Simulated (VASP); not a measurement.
A run of VASP 6.6.1:

The input INCAR:

```
SYSTEM = SrC2
ALGO = Normal
EDIFF = 1E-7
ENCUT = 520
ISIF = 2
ISMEAR = 0
LASPH = .TRUE.
LCHARG = .TRUE.
LELF = .TRUE.
LREAL = .FALSE.
LVHAR = .TRUE.
LWAVE = .FALSE.
NBANDS = 16
NELM = 100
PREC = Accurate
SIGMA = 0.05
```

The input KPOINTS:

```
k-points
0
G
  9 9 9
  0 0 0
```

Contents of POSCAR:

```
SrC2
1.0
    2.5173255999      1.4533786128      2.1221293976
   -2.5173255999      1.4533786128      2.1221293976
    0.0000000000     -2.9067572255      2.1221293976
Sr C
1 2
Direct
    0.0000000000      0.0000000000      0.0000000000
    0.5915580000      0.5915580000      0.5915580000
    0.4084420000      0.4084420000      0.4084420000
```

Potentials or basis: VASP PAW LDA potentials, release 64 (Sr_sv, C).

Command:

```sh
$ cat potpaw_LDA.64/Sr_sv/POTCAR potpaw_LDA.64/C/POTCAR > POTCAR
$ mpirun -np 1 vasp_std > vasp.out
```

Hardware: 1 thread of Intel(R) Xeon(R) Platinum 8488C (Sapphire Rapids) (shared host).

**Question.** How long does it take, and how much memory?

**Answer.** Run time: 31 s on 1 thread of Intel(R) Xeon(R) Platinum 8488C (Sapphire Rapids), with other jobs on the host, peak memory 0.18 GiB. Counts: scf iterations 14, k points 85.
